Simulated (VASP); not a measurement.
# HfO2 (Fm-3m) in VASP: settings compared

Aim: see how the results for HfO2 move with the level of theory and the settings. Levels: PBE, r2SCAN. Tasks: single point.

Everything below comes from runs of VASP 6.6.1. Logs are shortened: lines on timing, memory, paths and dates and some standing lists are left out, and cuts for length are marked.

### Step 1. The cell of the first run

Symmetry: Fm-3m, No. 225, cubic system. Conventional cell: a = 5.058 Å, b = 5.058 Å, c = 5.058 Å, α = 90.00°, β = 90.00°, γ = 90.00°. Within 2.9 Å of Hf (site symmetry m-3m) lie 8 O at 2.19 Å. O (site symmetry -43m) has 4 Hf at 2.19 Å and 6 O at 2.53 Å within 2.9 Å.

### Step 2. Single point, PBE

INCAR

```
SYSTEM = HfO2
  PREC = Accurate
  ENCUT = 520
  EDIFF = 1E-6
  ISMEAR = 0
  SIGMA = 0.01
  LREAL = .False.
  LASPH = .True.
  NELM = 60
  ALGO = Normal
  ISIF = 2
  LWAVE = .False.
  LCHARG = .False.
  GGA = PE
  NBANDS = 18
```

KPOINTS

```
regular mesh
0
Gamma
  6 6 6
  0 0 0
```

POSCAR

```
HfO2
1.0
    0.0000000000      2.5291823194      2.5291823194
    2.5291823194      0.0000000000      2.5291823194
    2.5291823194      2.5291823194      0.0000000000
Hf O
1 2
Direct
    0.0000000000      0.0000000000      0.0000000000
    0.2500000000      0.2500000000      0.2500000000
    0.7500000000      0.7500000000      0.7500000000
```

Potentials or basis: VASP PAW PBE potentials, release 64 (Hf_pv, O).

Started as:

```
cat potpaw_PBE.64/Hf_pv/POTCAR potpaw_PBE.64/O/POTCAR > POTCAR
mpirun -np 1 vasp_std > vasp.out
```

OUTCAR:

```text
SYSTEM = HfO2
   PREC = Accurate
   ENCUT = 520
   EDIFF = 1E-6
   ISMEAR = 0
   LREAL = .False.
   LASPH = .True.
   NELM = 60
   ISIF = 2
   GGA = PE

 ion  position               nearest neighbor table
   1  0.000  0.000  0.000-   3 2.19   3 2.19   3 2.19   2 2.19   2 2.19   2 2.19   3 2.19   2 2.19

   2  0.250  0.250  0.250-   1 2.19   1 2.19   1 2.19   1 2.19
   3  0.750  0.750  0.750-   1 2.19   1 2.19   1 2.19   1 2.19

  LATTYP: Found a face centered cubic cell.
 ALAT       =     5.0583646388

  Lattice vectors:

 A1 = (   0.0000000000,   2.5291823194,   2.5291823194)
 A2 = (   2.5291823194,   0.0000000000,   2.5291823194)
 A3 = (   2.5291823194,   2.5291823194,   0.0000000000)

Analysis of symmetry for initial positions (statically):
=====================================================================
 Subroutine PRICEL returns:
 Original cell was already a primitive cell.

 Routine SETGRP: Setting up the symmetry group for a
 face centered cubic supercell.

 Subroutine GETGRP returns: Found 48 space group operations
 (whereof 48 operations were pure point group operations)
 out of a pool of 48 trial point group operations.

The static configuration has the point symmetry O_h .

Analysis of symmetry for dynamics (positions and initial velocities):
=====================================================================
 Subroutine PRICEL returns:
 Original cell was already a primitive cell.

 Routine SETGRP: Setting up the symmetry group for a
 face centered cubic supercell.

 Subroutine GETGRP returns: Found 48 space group operations
 (whereof 48 operations were pure point group operations)
 out of a pool of 48 trial point group operations.

The dynamic configuration has the point symmetry O_h .

 Subroutine INISYM returns: Found 48 space group operations
 (whereof 48 operations are pure point group operations),
 and found     1 'primitive' translations

----------------------------------------------------------------------------------------

                                     Primitive cell

  volume of cell :      32.3572

  direct lattice vectors                    reciprocal lattice vectors
     0.000000000  2.529182319  2.529182319    -0.197692351  0.197692351  0.197692351
     2.529182319  0.000000000  2.529182319     0.197692351 -0.197692351  0.197692351
     2.529182319  2.529182319  0.000000000     0.197692351  0.197692351 -0.197692351

  length of vectors
     3.576803938  3.576803938  3.576803938     0.342413197  0.342413197  0.342413197

  position of ions in fractional coordinates (direct lattice)
     0.000000000  0.000000000  0.000000000
     0.250000000  0.250000000  0.250000000
     0.750000000  0.750000000  0.750000000

  ion indices of the primitive-cell ions
   primitive index   ion index
                 1           1
                 2           2
                 3           3

----------------------------------------------------------------------------------------

 KPOINTS: regular mesh

Automatic generation of k-mesh.
 Grid dimensions read from file:
 generate k-points for:    6    6    6

 Generating k-lattice:

  Cartesian coordinates                     Fractional coordinates (reciprocal lattice)
    -0.032948725  0.032948725  0.032948725     0.166666667  0.000000000  0.000000000
     0.032948725 -0.032948725  0.032948725     0.000000000  0.166666667  0.000000000
     0.032948725  0.032948725 -0.032948725     0.000000000  0.000000000  0.166666667

  Length of vectors
     0.057068866  0.057068866  0.057068866

  Shift w.r.t. Gamma in fractional coordinates (k-lattice)
     0.000000000  0.000000000  0.000000000

 Subroutine IBZKPT returns following result:
 ===========================================

 Found     16 irreducible k-points:

 Following reciprocal coordinates:
            Coordinates               Weight
  0.000000  0.000000  0.000000      1.000000
  0.166667  0.000000  0.000000      8.000000
  0.333333  0.000000  0.000000      8.000000
  0.500000  0.000000  0.000000      4.000000
  0.166667  0.166667  0.000000      6.000000
  0.333333  0.166667  0.000000     24.000000
[... 8 lines left out ...]
 -0.333333  0.333333  0.166667     24.000000
 -0.333333  0.500000  0.166667     12.000000
   k-points           NKPTS =     16   k-points in BZ     NKDIM =     16   number of bands    NBANDS=     18
   number of dos      NEDOS =    301   number of ions     NIONS =      3
   total plane-waves  NPLWV =  21952
   dimension x,y,z NGX =    28 NGY =   28 NGZ =   28
   dimension x,y,z NGXF=    56 NGYF=   56 NGZF=   56
   ions per type =               1   2
   NGX,Y,Z   is equivalent  to a cutoff of  13.01, 13.01, 13.01 a.u.
   NGXF,Y,Z  is equivalent  to a cutoff of  26.03, 26.03, 26.03 a.u.
 SYSTEM =  HfO2
   PREC   = accura    normal or accurate (medium, high low for compatibility)
   ISTART =      0    job   : 0-new  1-cont  2-samecut
   ICHARG =      2    charge: 1-file 2-atom 10-const
   ISPIN  =      1    spin polarized calculation?
   LNONCOLLINEAR =      F non collinear calculations
   LSORBIT =      F    spin-orbit coupling
   LASPH  =      T    aspherical Exc in radial PAW
   ENCUT  =  520.0 eV  38.22 Ry    6.18 a.u.   6.65  6.65  6.65*2*pi/ulx,y,z
   NELM   =     60;   NELMIN=  2; NELMDL= -5     # of ELM steps
   EDIFF  = 0.1E-05   stopping-criterion for ELM
   LREAL  =      F    real-space projection
   EDIFFG = 0.1E-04   stopping-criterion for IOM
   NSW    =      0    number of steps for IOM
   IBRION =     -1    ionic relax: 0-MD 1-quasi-New 2-CG
   NFREE  =      0    steps in history (QN), initial steepest desc. (CG)
   ISIF   =      2    stress and relaxation
   ISYM   =      2    0-nonsym 1-usesym 2-fastsym
   POTIM  = 0.5000    time-step for ionic-motion
   TEBEG  =    0.0;   TEEND  =   0.0 temperature during run
   PSTRESS=    0.0 pullay stress
   NELECT =      22.0000    total number of electrons
   NUPDOWN=      -1.0000    fix difference up-down
   EMIN   =  10.00;   EMAX   =-10.00  energy-range for DOS
   EFERMI =   0.00;   METHOD = LEGACY
   ISMEAR =     0;   SIGMA  =   0.01  broadening in eV -4-tet -1-fermi 0-gaus
   EFERMI_NEDOS =   21; number of points for ismear=-14 and -15
   IALGO  =     38    algorithm
   IMIX   =      4    mixing-type and parameters
     AMIX     =   0.40;   BMIX     =  1.00
     AMIX_MAG =   1.60;   BMIX_MAG =  1.00
  volume/ion in A,a.u.               =      10.79        72.79
  Fermi-wavevector in a.u.,A,eV,Ry     =   1.439546  2.720348 28.195259  2.072293
  Thomas-Fermi vector in A             =   2.558390
   LORBIT       =      0    0 simple, 1 ext, 2 COOP (PROOUT), +10 PAW based schemes
   GGA     = PE    functional components
   LHFCALC =     F    Hartree Fock is set to
   AEXX    =    0.0000 exact exchange contribution
   IVDW    =     0    specifies the selected vdW correction
   LEPSILON=     F    determine dielectric tensor
   LRPA    =     F    only Hartree local field effects (RPA)
 non-spin polarized calculation
 Gauss-broadening in eV      SIGMA  =   0.01
  energy-cutoff  :      520.00
  volume of cell :       32.36
 maximum number of plane-waves:       893
 NGX is ok and might be reduce to    28
   NGX = 13   NGY = 13   NGZ = 13

 number of electron      21.9999992 magnetization

 Free energy of the ion-electron system (eV)
  ---------------------------------------------------
  ext. energy  EPLUGINS =         0.00000000
  ---------------------------------------------------
  free energy    TOTEN  =       -30.24599599 eV

  energy without entropy =      -30.24599599  energy(sigma->0) =      -30.24599599

 E-fermi :   4.4048     XC(G=0): -11.8756

 val. band max:        4.3382677377   @ k =   0.5000   0.5000   0.0000
 cond. band min:       8.1585699576   @ k =   0.5000   0.5000   0.0000
 fundamental gap:      3.8203022198
 Fermi energy:         4.4047524717

 k-point     1 :       0.0000    0.0000    0.0000
  band No.  band energies     occupation
      1     -25.3170      2.00000
      2     -25.3170      2.00000
      3     -25.3170      2.00000
      4     -14.4373      2.00000
      5     -11.3695      2.00000
      6      -1.0466      2.00000
[... 10 lines left out ...]
     17      14.8479      0.00000
     18      17.8699      0.00000

 k-point     2 :       0.1667    0.0000    0.0000
  band No.  band energies     occupation
      1     -25.4352      2.00000
      2     -25.3299      2.00000
      3     -25.3299      2.00000
      4     -14.0764      2.00000
      5     -11.6541      2.00000
      6      -0.7860      2.00000
[... 10 lines left out ...]
     17      14.4146      0.00000
     18      17.7199      0.00000

 k-point     3 :       0.3333    0.0000    0.0000
  band No.  band energies     occupation
      1     -25.6579      2.00000
      2     -25.3555      2.00000
      3     -25.3555      2.00000
      4     -13.4090      2.00000
      5     -12.0478      2.00000
      6      -0.2543      2.00000
[... 10 lines left out ...]
     17      13.9808      0.00000
     18      16.6082      0.00000

 k-point     4 :       0.5000    0.0000    0.0000
  band No.  band energies     occupation
      1     -25.7632      2.00000
      2     -25.3682      2.00000
      3     -25.3682      2.00000
      4     -13.1931      2.00000
      5     -12.0688      2.00000
      6      -0.0033      2.00000
[... 207 lines left out ...]
      4     -12.7916      2.00000
      5     -12.3800      2.00000
      6      -0.6646      2.00000
[... 10 lines left out ...]
     17      15.3350      0.00000
     18      17.7597      0.00000

 k-point    15 :      -0.3333    0.3333    0.1667
  band No.  band energies     occupation
      1     -25.6656      2.00000
      2     -25.5589      2.00000
      3     -25.4169      2.00000
      4     -12.6403      2.00000
      5     -12.3569      2.00000
      6      -0.6538      2.00000
[... 10 lines left out ...]
     17      16.2117      0.00000
     18      17.7395      0.00000

 k-point    16 :      -0.3333    0.5000    0.1667
  band No.  band energies     occupation
      1     -25.7055      2.00000
      2     -25.5329      2.00000
      3     -25.4454      2.00000
      4     -12.5605      2.00000
      5     -12.3421      2.00000
      6      -1.5640      2.00000
[... 10 lines left out ...]
     17      17.4872      0.00000
     18      17.8376      0.00000

------------------------ aborting loop because EDIFF is reached ----------------------------------------

  FORCE on cell =-STRESS in cart. coord.  units (eV):
  Direction    XX          YY          ZZ          XY          YZ          ZX
  --------------------------------------------------------------------------------------
  -------------------------------------------------------------------------------------
  Total        0.4325592      0.4325592      0.4325592      0.0000000      0.0000000      0.0000000
  in kB       21.4183383     21.4183383     21.4183383      0.0000000      0.0000000      0.0000000
  external PRESSURE =      21.4183383 kB  Pullay stress =       0.0000000 kB

 VOLUME and BASIS-vectors are now :
 -----------------------------------------------------------------------------
  energy-cutoff  :      520.00
  volume of cell :       32.36
      direct lattice vectors                 reciprocal lattice vectors
     0.000000000  2.529182319  2.529182319    -0.197692351  0.197692351  0.197692351
     2.529182319  0.000000000  2.529182319     0.197692351 -0.197692351  0.197692351
     2.529182319  2.529182319  0.000000000     0.197692351  0.197692351 -0.197692351

 POSITION                                       TOTAL-FORCE (eV/Angst)
 -----------------------------------------------------------------------------------
      0.00000      0.00000      0.00000        -0.000000     -0.000000     -0.000000
      1.26459      1.26459      1.26459         0.000000     -0.000000     -0.000000
      3.79377      3.79377      3.79377         0.000000      0.000000      0.000000
 -----------------------------------------------------------------------------------
    total drift:                                0.000000      0.000000      0.000000

  FREE ENERGIE OF THE ION-ELECTRON SYSTEM (eV)
  ---------------------------------------------------
  free  energy   TOTEN  =       -30.2459959914 eV

  energy  without entropy=      -30.2459959914  energy(sigma->0) =      -30.24599599
```

It took 16 s on 1 thread of Intel Xeon 8259CL, shared host; peak memory 0.16 GiB.

Results:

```yaml
Free_energy: -30.2460 eV
Pressure: 2.1 GPa
Band_gap_on_the_k_mesh: 3.82 eV, direct
```

Caveat: spin-orbit coupling is left out, which moves the levels of the heavy elements.

### Step 3. Single point, r2SCAN

POSCAR is that of step 2.

INCAR.step1

```
PREC     = Accurate       # precision mode
ENCUT    = 520            # plane-wave cutoff, eV
ISMEAR   = 0              # smearing method
SIGMA    = 0.01           # smearing width, eV
LREAL    = F              # projectors in reciprocal space
LASPH    = T              # aspherical terms in the spheres
NELM     = 100            # most SCF steps
NBANDS   = 18             # bands
GGA      = PE             # functional
ALGO     = Normal         # electronic algorithm
EDIFF    = 1E-4           # SCF threshold, eV
LWAVE    = T              # write WAVECAR
LCHARG   = F              # write CHGCAR
```

INCAR.step2

```
PREC     = Accurate       # precision mode
ENCUT    = 520            # plane-wave cutoff, eV
EDIFF    = 1E-6           # SCF threshold, eV
ISMEAR   = 0              # smearing method
SIGMA    = 0.01           # smearing width, eV
LREAL    = F              # projectors in reciprocal space
LASPH    = T              # aspherical terms in the spheres
NELM     = 100            # most SCF steps
ALGO     = Normal         # electronic algorithm
ISIF     = 2              # what is computed and relaxed
LWAVE    = F              # write WAVECAR
LCHARG   = T              # write CHGCAR
METAGGA  = R2SCAN         # meta-GGA
LMIXTAU  = T            
LELF     = T              # ELF
LVHAR    = T            
NBANDS   = 18             # bands
ISTART   = 1
```

KPOINTS

```
regular mesh
0
Gamma
  6 6 6
```

Potentials or basis: VASP PAW PBE potentials, release 64 (Hf_pv, O).

Started as:

```
cat potpaw_PBE.64/Hf_pv/POTCAR potpaw_PBE.64/O/POTCAR > POTCAR
cp INCAR.step1 INCAR
mpirun -np 1 vasp_std > vasp.out
cp INCAR.step2 INCAR
mpirun -np 1 vasp_std > vasp.out
```

Wall time 97 s (1 thread of Intel Xeon 8259CL, shared host); peak memory 0.17 GiB.

The run converged. Its results:

- Free energy: -68.5474 eV
- Pressure: -4.0 GPa
- Band gap on the k mesh: 4.31 eV, direct

Levels at points of the mesh, in eV from the valence-band top:
```csv
k point,band 8,band 9,band 10,band 11,band 12,band 13,band 14,band 15
"(0.00, 0.00, 0.00)",-5.48,-0.64,-0.64,-0.64,4.42,4.42,6.52,11.09
"(0.50, 0.00, 0.00)",-3.08,-2.82,-1.90,-1.90,5.12,5.12,7.56,9.64
"(0.50, 0.50, 0.00)",-3.60,-1.57,-1.57,0.00,4.31,6.05,7.24,8.73
```

Caveat: the PAW data sets were made with another functional, which shifts forces and pressure a little; spin-orbit coupling is left out, which moves the levels of the heavy elements. A k mesh can miss the band edges.
